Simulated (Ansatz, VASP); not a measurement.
## One calculation of InSb, two programs

Contents of INCAR:

```
SYSTEM = InSb
  PREC = Accurate
  ENCUT = 500
  EDIFF = 1E-6
  ISMEAR = 0
  SIGMA = 0.15
  LREAL = .FALSE.
  LASPH = .TRUE.
  NELM = 120
  ALGO = Normal
  ISIF = 2
  LWAVE = .FALSE.
  LCHARG = .FALSE.
  GGA = PS
  NBANDS = 16
  GGA_COMPAT = .FALSE.
```

The input KPOINTS:

```
regular mesh
0
G
  16 16 8
  0 0 0
```

Contents of POSCAR:

```
InSb
1.0
    3.1376266127      0.0000000000      0.0000000000
    0.0000000000      3.1376266127      0.0000000000
    0.0000000000      0.0000000000      5.2517594243
In Sb
1 1
Direct
    0.0000000000      0.0000000000      0.0000000000
    0.0000000000      0.0000000000      0.5000000000
```

Input for Ansatz:

```yaml
crystal:
  lattice:
    - [3.1376266127, 0.0, 0.0]
    - [0.0, 3.1376266127, 0.0]
    - [0.0, 0.0, 5.2517594243]
  atoms:
    - { symbol: In, position: [0.0, 0.0, 0.0] }
    - { symbol: Sb, position: [0.0, 0.0, 0.5] }
basis:
  ecutwfc: 420
kpoints:
  mp_grid: { grid: [16, 16, 8] }
hamiltonian:
  xc: pbesol
  pseudopotentials: { kind: paw, azcp: { folder: soft_1 } }
scf:
  occupations: { method: gaussian, width: 0.15 }
output:
  forces: true
  stress: true
  eigenvalues: true
```

Alike in both runs: task single point; functional PBEsol; k mesh 16 × 16 × 8; occupations gaussian, width 0.15 eV; no spin polarisation.

|  | VASP | Ansatz |
| --- | --- | --- |
| version | VASP 6.6.1 | Ansatz 0.2.0 |
| potentials or method | VASP PAW PBE potentials, release 64 (In_d, Sb), cutoff 500 eV | scalar-relativistic, plane waves, PAW |
| valence electrons in the cell | 18 | 28 |

Ansatz gave:

* gap on the k mesh at the Fermi level (eV): none
* pressure (GPa): 9.7
* traceless stress, the component that is largest in VASP (GPa): 21.34

**Question.** Which values does VASP return?

**Answer.** gap on the k mesh at the Fermi level (eV): none; pressure (GPa): 9.8; traceless stress, the component that is largest in VASP (GPa): 21.28.

VASP's potentials were made for PBE, not for PBEsol, and Ansatz warns of the same on its side. A gap of «none» marks a metal or a gap that the smearing closes. The functional is the same, so the differences come from potentials, cutoffs and numerics. VASP's potentials hold 18 valence electrons a cell and Ansatz's 28, so a difference there can come from the potentials and not from the codes.

Neither program's run includes spin-orbit coupling.
